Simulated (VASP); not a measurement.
# CO2 (I-42d) in VASP: settings compared

CO2 is run at these levels: PBEsol+D3(BJ), PBEsol+D4; tasks: relaxation of cell and atoms.

All numbers are computed with VASP 6.6.1; they aren't measurements. Logs are shortened: lines on timing, memory, paths and dates and some standing lists are left out, and cuts for length are marked.

**1. The cell of the first run**

Symmetry: I-42d, No. 122, tetragonal system. Conventional cell: a = 3.949 Å, b = 3.949 Å, c = 6.028 Å, α = 90.00°, β = 90.00°, γ = 90.00°. Within 1.9 Å of O (site symmetry 2) lie 2 C at 1.40 Å. C (site symmetry -4) has 4 O at 1.40 Å within 1.9 Å.

**2. Relaxation of cell and atoms, PBEsol+D3(BJ)**

INCAR reads:

```
SYSTEM = CO2
PREC = Accurate ; ENCUT = 600
EDIFF = 1E-6 ; ISMEAR = -1
SIGMA = 0.05 ; LREAL = .FALSE.
LASPH = .TRUE. ; NELM = 100
ALGO = Normal ; ISIF = 3
LWAVE = .FALSE. ; LCHARG = .FALSE.
GGA = PS ; IVDW = 12
IBRION = 2 ; NSW = 60
EDIFFG = -0.01
```

KPOINTS reads:

```
regular mesh
0
G
  9 9 9
  0 0 0
```

POSCAR reads:

```
CO2
1.0
   -1.9747270000      1.9747270000      3.0140580000
    1.9747270000     -1.9747270000      3.0140580000
    1.9747270000      1.9747270000     -3.0140580000
O C
4 2
Direct
    0.8750000000      0.9597980000      0.5847980000
    0.3750000000      0.2902020000      0.4152020000
    0.0402020000      0.6250000000      0.9152020000
    0.7097980000      0.1250000000      0.0847980000
    0.0000000000      0.0000000000      0.0000000000
    0.7500000000      0.2500000000      0.5000000000
```

Potentials or basis: VASP PAW PBE potentials, release 64 (O, C).

The run is started by

```bash
> cat potpaw_PBE.64/O/POTCAR potpaw_PBE.64/C/POTCAR > POTCAR
> mpirun -np 1 vasp_std > vasp.out
```

OUTCAR:

```text
SYSTEM = CO2
   PREC = Accurate
   ENCUT = 600
   EDIFF = 1E-6
   ISMEAR = -1
   LREAL = .FALSE.
   LASPH = .TRUE.
   NELM = 100
   ISIF = 3
   GGA = PS
   IVDW = 12
   IBRION = 2
   NSW = 60
   EDIFFG = -0.01
 IVDW          = 12

 ion  position               nearest neighbor table
   1  0.875  0.960  0.585-   5 1.40   6 1.40
   2  0.375  0.290  0.415-   5 1.40   6 1.40
   3  0.040  0.625  0.915-   6 1.40   5 1.40
   4  0.710  0.125  0.085-   5 1.40   6 1.40
   5  0.000  0.000  0.000-   1 1.40   2 1.40   4 1.40   3 1.40
   6  0.750  0.250  0.500-   1 1.40   3 1.40   4 1.40   2 1.40

  LATTYP: Found a body centered tetragonal cell.
 ALAT       =     3.9494540000
 C/A-ratio  =     1.5263162959

  Lattice vectors:

 A1 = (  -1.9747270000,   1.9747270000,   3.0140580000)
 A2 = (   1.9747270000,  -1.9747270000,   3.0140580000)
 A3 = (   1.9747270000,   1.9747270000,  -3.0140580000)

Analysis of symmetry for initial positions (statically):
=====================================================================
 Subroutine PRICEL returns:
 Original cell was already a primitive cell.

 Routine SETGRP: Setting up the symmetry group for a
 body centered tetragonal supercell.

 Subroutine GETGRP returns: Found  8 space group operations
 (whereof  4 operations were pure point group operations)
 out of a pool of 16 trial point group operations.

The static configuration has the point symmetry S_4 .
 The point group associated with its full space group is D_2d.

Analysis of symmetry for dynamics (positions and initial velocities):
=====================================================================
 Subroutine PRICEL returns:
 Original cell was already a primitive cell.

 Routine SETGRP: Setting up the symmetry group for a
 body centered tetragonal supercell.

 Subroutine GETGRP returns: Found  8 space group operations
 (whereof  4 operations were pure point group operations)
 out of a pool of 16 trial point group operations.

The dynamic configuration has the point symmetry S_4 .
 The point group associated with its full space group is D_2d.

 Subroutine INISYM returns: Found  8 space group operations
 (whereof  4 operations are pure point group operations),
 and found     1 'primitive' translations

----------------------------------------------------------------------------------------

                                     Primitive cell

  volume of cell :      47.0138

  direct lattice vectors                    reciprocal lattice vectors
    -1.974727000  1.974727000  3.014058000     0.000000000  0.253199556  0.165889309
     1.974727000 -1.974727000  3.014058000     0.253199556  0.000000000  0.165889309
     1.974727000  1.974727000 -3.014058000     0.253199556  0.253199556  0.000000000

  length of vectors
     4.108970562  4.108970562  4.108970562     0.302703284  0.302703284  0.358078246

  position of ions in fractional coordinates (direct lattice)
     0.875000000  0.959798000  0.584798000
     0.375000000  0.290202000  0.415202000
     0.040202000  0.625000000  0.915202000
     0.709798000  0.125000000  0.084798000
     0.000000000  0.000000000  0.000000000
     0.750000000  0.250000000  0.500000000

  ion indices of the primitive-cell ions
   primitive index   ion index
                 1           1
                 2           2
                 3           3
                 4           4
                 5           5
                 6           6

----------------------------------------------------------------------------------------

 KPOINTS: regular mesh

Automatic generation of k-mesh.
 Grid dimensions read from file:
 generate k-points for:    9    9    9

 Generating k-lattice:

  Cartesian coordinates                     Fractional coordinates (reciprocal lattice)
     0.000000000  0.028133284  0.018432145     0.111111111 -0.000000000  0.000000000
     0.028133284  0.000000000  0.018432145    -0.000000000  0.111111111  0.000000000
     0.028133284  0.028133284  0.000000000     0.000000000  0.000000000  0.111111111

  Length of vectors
     0.033633698  0.033633698  0.039786472

  Shift w.r.t. Gamma in fractional coordinates (k-lattice)
     0.000000000  0.000000000  0.000000000

 Subroutine IBZKPT returns following result:
 ===========================================

 Found     75 irreducible k-points:

 Following reciprocal coordinates:
            Coordinates               Weight
  0.000000  0.000000  0.000000      1.000000
  0.111111 -0.000000  0.000000      8.000000
  0.222222 -0.000000  0.000000      8.000000
  0.333333 -0.000000  0.000000      8.000000
  0.444444 -0.000000  0.000000      8.000000
  0.111111  0.111111  0.000000      8.000000
[... 16 lines left out ...]
 -0.333333  0.333333  0.000000      4.000000
  0.444444  0.444444  0.000000      8.000000
 [... further k-points ...]
   k-points           NKPTS =     75   k-points in BZ     NKDIM =     75   number of bands    NBANDS=     20
   number of dos      NEDOS =    301   number of ions     NIONS =      6
   total plane-waves  NPLWV =  46656
   dimension x,y,z NGX =    36 NGY =   36 NGZ =   36
   dimension x,y,z NGXF=    72 NGYF=   72 NGZF=   72
   ions per type =               4   2
   NGX,Y,Z   is equivalent  to a cutoff of  14.57, 14.57, 14.57 a.u.
   NGXF,Y,Z  is equivalent  to a cutoff of  29.13, 29.13, 29.13 a.u.
 SYSTEM =  CO2
   PREC   = accura    normal or accurate (medium, high low for compatibility)
   ISTART =      0    job   : 0-new  1-cont  2-samecut
   ICHARG =      2    charge: 1-file 2-atom 10-const
   ISPIN  =      1    spin polarized calculation?
   LNONCOLLINEAR =      F non collinear calculations
   LSORBIT =      F    spin-orbit coupling
   LASPH  =      T    aspherical Exc in radial PAW
   ENCUT  =  600.0 eV  44.10 Ry    6.64 a.u.   8.21  8.21  8.21*2*pi/ulx,y,z
   NELM   =    100;   NELMIN=  2; NELMDL= -5     # of ELM steps
   EDIFF  = 0.1E-05   stopping-criterion for ELM
   LREAL  =      F    real-space projection
   EDIFFG = -.1E-01   stopping-criterion for IOM
   NSW    =     60    number of steps for IOM
   IBRION =      2    ionic relax: 0-MD 1-quasi-New 2-CG
   NFREE  =      1    steps in history (QN), initial steepest desc. (CG)
   ISIF   =      3    stress and relaxation
   ISYM   =      2    0-nonsym 1-usesym 2-fastsym
   POTIM  = 0.5000    time-step for ionic-motion
   TEBEG  =    0.0;   TEEND  =   0.0 temperature during run
   PSTRESS=    0.0 pullay stress
   NELECT =      32.0000    total number of electrons
   NUPDOWN=      -1.0000    fix difference up-down
   EMIN   =  10.00;   EMAX   =-10.00  energy-range for DOS
   EFERMI =   0.00;   METHOD = LEGACY
   ISMEAR =    -1;   SIGMA  =   0.05  broadening in eV -4-tet -1-fermi 0-gaus
   EFERMI_NEDOS =   21; number of points for ismear=-14 and -15
   IALGO  =     38    algorithm
   IMIX   =      4    mixing-type and parameters
     AMIX     =   0.40;   BMIX     =  1.00
     AMIX_MAG =   1.60;   BMIX_MAG =  1.00
  volume/ion in A,a.u.               =       7.84        52.88
  Fermi-wavevector in a.u.,A,eV,Ry     =   1.440068  2.721333 28.215694  2.073795
  Thomas-Fermi vector in A             =   2.558853
   LORBIT       =      0    0 simple, 1 ext, 2 COOP (PROOUT), +10 PAW based schemes
   GGA     = PS    functional components
   LHFCALC =     F    Hartree Fock is set to
   AEXX    =    0.0000 exact exchange contribution
   IVDW    =    12    specifies the selected vdW correction
   LEPSILON=     F    determine dielectric tensor
   LRPA    =     F    only Hartree local field effects (RPA)
 conjugate gradient relaxation of ions
 non-spin polarized calculation
  energy-cutoff  :      600.00
  volume of cell :       47.01
 maximum number of plane-waves:      1584
 NGX is ok and might be reduce to    36
   NGX = 17   NGY = 17   NGZ = 17

--------------------------------------- Ionic step        1  -------------------------------------------

 number of electron      31.9999994 magnetization

 Free energy of the ion-electron system (eV)
  ---------------------------------------------------
  ext. energy  EPLUGINS =         0.00000000
  ---------------------------------------------------
  free energy    TOTEN  =       -46.11544488 eV

  energy without entropy =      -46.11544488  energy(sigma->0) =      -46.11544488

------------------------ aborting loop because EDIFF is reached ----------------------------------------

 Edisp (eV)   -0.39711

 E8    (eV) :    -0.1771

  FORCE on cell =-STRESS in cart. coord.  units (eV):
  Direction    XX          YY          ZZ          XY          YZ          ZX
  --------------------------------------------------------------------------------------
  -------------------------------------------------------------------------------------
  Total      -1.82916    -1.82916    -2.32317     0.00000     0.00000     0.00000
  in kB     -62.33570   -62.33570   -79.17083     0.00000     0.00000     0.00000
  external pressure =      -67.95 kB  Pullay stress =        0.00 kB
[... 333 lines left out ...]
  energy  without entropy=      -46.5483711973  energy(sigma->0) =      -46.54837120

--------------------------------------- Ionic step        9  -------------------------------------------

 number of electron      31.9999999 magnetization

 Free energy of the ion-electron system (eV)
  ---------------------------------------------------
  ext. energy  EPLUGINS =         0.00000000
  ---------------------------------------------------
  free energy    TOTEN  =       -46.13502260 eV

  energy without entropy =      -46.13502260  energy(sigma->0) =      -46.13502260

 E-fermi :   3.5370     XC(G=0): -11.5768

 val. band max:        2.4787504423   @ k =   0.4444  -0.0000   0.0000
 cond. band min:      10.0665356877   @ k =   0.0000   0.0000   0.0000
 fundamental gap:      7.5877852454
 Fermi energy:         3.5369537984

 k-point     1 :       0.0000    0.0000    0.0000
  band No.  band energies     occupation
      1     -21.7580      2.00000
      2     -16.4947      2.00000
      3     -16.4947      2.00000
      4     -15.7785      2.00000
      5     -12.1373      2.00000
      6      -7.3570      2.00000
[... 12 lines left out ...]
     19      11.9642      0.00000
[... 513 lines left out ...]
      4     -16.5650      2.00000
      5      -9.2191      2.00000
      6      -9.0102      2.00000
[... 12 lines left out ...]
     19      12.3513      0.00000
     20      12.5304      0.00000

 [... further k-points ...]

------------------------ aborting loop because EDIFF is reached ----------------------------------------

 Edisp (eV)   -0.41344

 E8    (eV) :    -0.1844

  FORCE on cell =-STRESS in cart. coord.  units (eV):
  Direction    XX          YY          ZZ          XY          YZ          ZX
  --------------------------------------------------------------------------------------
  -------------------------------------------------------------------------------------
  Total      -0.01500    -0.01500     0.01274     0.00000     0.00000     0.00000
  in kB      -0.53177    -0.53177     0.45188     0.00000     0.00000     0.00000
  external pressure =       -0.20 kB  Pullay stress =        0.00 kB
[... 21 lines left out ...]
  FREE ENERGIE OF THE ION-ELECTRON SYSTEM (eV)
  ---------------------------------------------------
  free  energy   TOTEN  =       -46.5484660121 eV

  energy  without entropy=      -46.5484660121  energy(sigma->0) =      -46.54846601

 reached required accuracy - stopping structural energy minimisation
```

It took 8.4 min on 1 thread of Oxide Virtual Turin-like, shared host; peak memory 0.22 GiB.

Results:

- Free energy: -46.5485 eV
- Relaxed volume: 7.53 Å³/atom
- Relaxed cell: a = 4.052 Å, b = 4.052 Å, c = 4.052 Å, α = 122.43°, β = 122.43°, γ = 85.84°
- Space group after relaxing (to 0.1 Å): I-42d (No. 122)
- Energy gained by relaxing: 6.0 meV/atom
- Ionic steps: 9
- Pressure after relaxing: 0.0 GPa
- Largest force after relaxing: 0.004 eV/Å
- Band gap on the k mesh: 7.59 eV (least direct gap 7.98 eV)
- Dispersion energy per atom: -0.069 eV

Forces in eV/Å, atoms in the order of the input:
```
O    0.004  0.000  0.000
O   -0.004  0.000  0.000
O    0.000 -0.004  0.000
O    0.000  0.004  0.000
C    0.000  0.000  0.000
C    0.000  0.000  0.000
```

Step by step:
```
step  energy change (eV)  largest force (eV/Å)  pressure (GPa)  volume (Å³)
   1              0.0000                0.1240           -6.79        47.01
   2              0.0072                0.7151            7.77        44.79
   3             -0.0241                0.2547           -0.35        45.95
   4             -0.0335                0.1096           -0.23        45.57
   5             -0.0353                0.0062           -0.12        45.30
   6             -0.0353                0.0115           -0.12        45.32
   7             -0.0356                0.0144            0.03        45.27
   8             -0.0358                0.0235            0.39        45.16
   9             -0.0359                0.0035           -0.02        45.18
```

Final structure:
```
O C
1.0
    -1.95118    1.95118    2.96714
     1.95118   -1.95118    2.96714
     1.95118    1.95118   -2.96714
O C
4 2
Direct
  0.87500 0.95520 0.58020
  0.37500 0.29480 0.41980
  0.04480 0.62500 0.91980
  0.70520 0.12500 0.08020
  0.00000 0.00000 0.00000
  0.75000 0.25000 0.50000
```

Caveat: the PAW data sets were made with another functional, which shifts forces and pressure a little.

**3. Relaxation of cell and atoms, PBEsol+D4**

INCAR reads:

```
SYSTEM = CO2
PREC     = Accurate       ! precision mode
ENCUT    = 600            ! plane-wave cutoff, eV
EDIFF    = 1E-6           ! SCF threshold, eV
ISMEAR   = -1             ! smearing method
SIGMA    = 0.05           ! smearing width, eV
LREAL    = .False.        ! projectors in reciprocal space
LASPH    = .True.         ! aspherical terms in the spheres
NELM     = 60             ! most SCF steps
ALGO     = Normal         ! electronic algorithm
ISIF     = 3              ! what is computed and relaxed
LWAVE    = .False.        ! write WAVECAR
LCHARG   = .False.        ! write CHGCAR
GGA      = PS             ! functional
IVDW     = 13             ! dispersion correction
IBRION   = 2              ! ionic algorithm
NSW      = 60             ! ionic steps
EDIFFG   = -0.01          ! ionic threshold
```

KPOINTS reads:

```
regular mesh
0
Gamma
  9 9 9
  0 0 0
```

POSCAR is that of step 2.

Potentials or basis: VASP PAW PBE potentials, release 64 (O, C).

The run is started by

```bash
> cat potpaw_PBE.64/O/POTCAR potpaw_PBE.64/C/POTCAR > POTCAR
> mpirun -np 1 vasp_std > vasp.out
```

OUTCAR:

```text
SYSTEM = CO2
   PREC = Accurate
   ENCUT = 600
   EDIFF = 1E-6
   ISMEAR = -1
   LREAL = .False.
   LASPH = .True.
   NELM = 60
   ISIF = 3
   GGA = PS
   IVDW = 13
   IBRION = 2
   NSW = 60
   EDIFFG = -0.01

 ion  position               nearest neighbor table
   1  0.875  0.960  0.585-   5 1.40   6 1.40
   2  0.375  0.290  0.415-   5 1.40   6 1.40
   3  0.040  0.625  0.915-   6 1.40   5 1.40
   4  0.710  0.125  0.085-   5 1.40   6 1.40
   5  0.000  0.000  0.000-   1 1.40   2 1.40   4 1.40   3 1.40
   6  0.750  0.250  0.500-   1 1.40   3 1.40   4 1.40   2 1.40

  LATTYP: Found a body centered tetragonal cell.
 ALAT       =     3.9494540000
 C/A-ratio  =     1.5263162959

  Lattice vectors:

 A1 = (  -1.9747270000,   1.9747270000,   3.0140580000)
 A2 = (   1.9747270000,  -1.9747270000,   3.0140580000)
 A3 = (   1.9747270000,   1.9747270000,  -3.0140580000)
[... 187 lines left out ...]

------------------------ aborting loop because EDIFF is reached ----------------------------------------

  DFT-D4 for vdW energy calculation

  Edisp (eV):   -0.42986
[... 343 lines left out ...]
--------------------------------------- Ionic step        9  -------------------------------------------

 number of electron      31.9999998 magnetization

 Free energy of the ion-electron system (eV)
  ---------------------------------------------------
  ext. energy  EPLUGINS =         0.00000000
  ---------------------------------------------------
  free energy    TOTEN  =       -46.13541316 eV

  energy without entropy =      -46.13541316  energy(sigma->0) =      -46.13541316

 E-fermi :   3.5213     XC(G=0): -11.5708

 val. band max:        2.4680239103   @ k =   0.4444  -0.0000   0.0000
 cond. band min:      10.0550631212   @ k =   0.0000   0.0000   0.0000
 fundamental gap:      7.5870392108
 Fermi energy:         3.5212586826

 k-point     1 :       0.0000    0.0000    0.0000
  band No.  band energies     occupation
      1     -21.7613      2.00000
      2     -16.5022      2.00000
      3     -16.5022      2.00000
      4     -15.7873      2.00000
      5     -12.1470      2.00000
      6      -7.3637      2.00000
[... 541 lines left out ...]
     19      12.3363      0.00000
     20      12.5145      0.00000

 [... further k-points ...]

------------------------ aborting loop because EDIFF is reached ----------------------------------------

  DFT-D4 for vdW energy calculation

  Edisp (eV):   -0.44458
[... 29 lines left out ...]
  FREE ENERGIE OF THE ION-ELECTRON SYSTEM (eV)
  ---------------------------------------------------
  free  energy   TOTEN  =       -46.5799946995 eV

  energy  without entropy=      -46.5799946994  energy(sigma->0) =      -46.57999470

 reached required accuracy - stopping structural energy minimisation
```

Wall time 7 min (1 thread of Oxide Virtual Turin-like, shared host); peak memory 0.21 GiB.

Results:

* Free energy: -46.5800 eV
* Relaxed volume: 7.54 Å³/atom
* Relaxed cell: a = 4.053 Å, b = 4.053 Å, c = 4.053 Å, α = 122.42°, β = 122.42°, γ = 85.85°
* Space group after relaxing (to 0.1 Å): I-42d (No. 122)
* Energy gained by relaxing: 5.8 meV/atom
* Ionic steps: 9
* Pressure after relaxing: 0.0 GPa
* Largest force after relaxing: 0.004 eV/Å
* Band gap on the k mesh: 7.59 eV (least direct gap 7.98 eV)
* Dispersion energy per atom: -0.074 eV

Forces on the atoms (eV/Å):
```
O    0.004  0.000  0.000
O   -0.004  0.000  0.000
O    0.000 -0.004  0.000
O    0.000  0.004  0.000
C    0.000  0.000  0.000
C    0.000  0.000  0.000
```

Step by step:
| step | energy change (eV) | largest force (eV/Å) | pressure (GPa) | volume (Å³) |
| --- | --- | --- | --- | --- |
| 1 | 0.0000 | 0.1223 | -6.70 | 47.01 |
| 2 | 0.0072 | 0.7026 | 7.69 | 44.82 |
| 3 | -0.0234 | 0.2496 | -0.34 | 45.97 |
| 4 | -0.0325 | 0.1066 | -0.22 | 45.59 |
| 5 | -0.0341 | 0.0062 | -0.12 | 45.34 |
| 6 | -0.0341 | 0.0113 | -0.11 | 45.35 |
| 7 | -0.0344 | 0.0139 | 0.03 | 45.31 |
| 8 | -0.0346 | 0.0221 | 0.36 | 45.20 |
| 9 | -0.0347 | 0.0045 | -0.04 | 45.23 |

Final structure:
```
CELL_PARAMETERS angstrom
-1.95189 1.95189 2.96785
1.95189 -1.95189 2.96785
1.95189 1.95189 -2.96785
ATOMIC_POSITIONS crystal
O 0.87500 0.95533 0.58033
O 0.37500 0.29467 0.41967
O 0.04467 0.62500 0.91967
O 0.70533 0.12500 0.08033
C 0.00000 0.00000 0.00000
C 0.75000 0.25000 0.50000
```

Caveat: the PAW data sets were made with another functional, which shifts forces and pressure a little.
